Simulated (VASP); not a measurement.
**TePb: single point with PBE**

TePb:

```
Te Pb
1.0
     0.00000    3.22700    3.22700
     3.22700    0.00000    3.22700
     3.22700    3.22700    0.00000
Te Pb
1 1
Direct
  0.50000 0.50000 0.50000
  0.00581 0.99419 0.00581
```

This cell differs from its parent crystal: all Pb atoms moved +0.037 Å, as atom 2 along Cartesian [0 1 0].

```yaml
Program: VASP 6.6.1
Task: single point
Functional: PBE
Potentials_or_basis: VASP PAW PBE potentials, release 64 (Te, Pb_d)
Cutoff: 520 eV
k_mesh: 8 × 8 × 8
Occupations: gaussian, width 0.05 eV
Spin: no spin polarisation
Dipole_correction: no
Further_INCAR_settings: ALGO = Normal; EDIFF = 1e-07; NBANDS = 17
```

* Pressure: 2.3 GPa
* Largest force: 0.026 eV/Å
* Band gap on the k mesh: 0.74 eV

Forces on the atoms (eV/Å):
```
Te   0.000  0.026  0.000
Pb   0.000 -0.026  0.000
```

Levels at points of the mesh, in eV from the valence-band top:
```csv
k point,band 8,band 9,band 10,band 11,band 12,band 13
"(0.00, 0.00, 0.00)",-1.36,-1.36,-1.36,4.08,4.08,4.09
"(0.50, 0.00, 0.00)",-0.91,-0.90,0.00,0.74,1.27,1.27
"(0.50, 0.50, 0.00)",-4.53,-2.82,-2.82,3.27,5.49,5.50
"(0.50, 0.00, 0.50)",-4.52,-2.82,-2.82,3.28,5.49,5.49
```

Run time: 78 s on 1 thread of Intel Xeon 8259CL (shared host), peak memory 0.24 GiB.

Caveat: the cell differs from its parent crystal (all Pb atoms moved +0.037 Å, as atom 2 along Cartesian [0 1 0]); spin-orbit coupling is left out, which moves the levels of the heavy elements. A k mesh can miss the band edges.
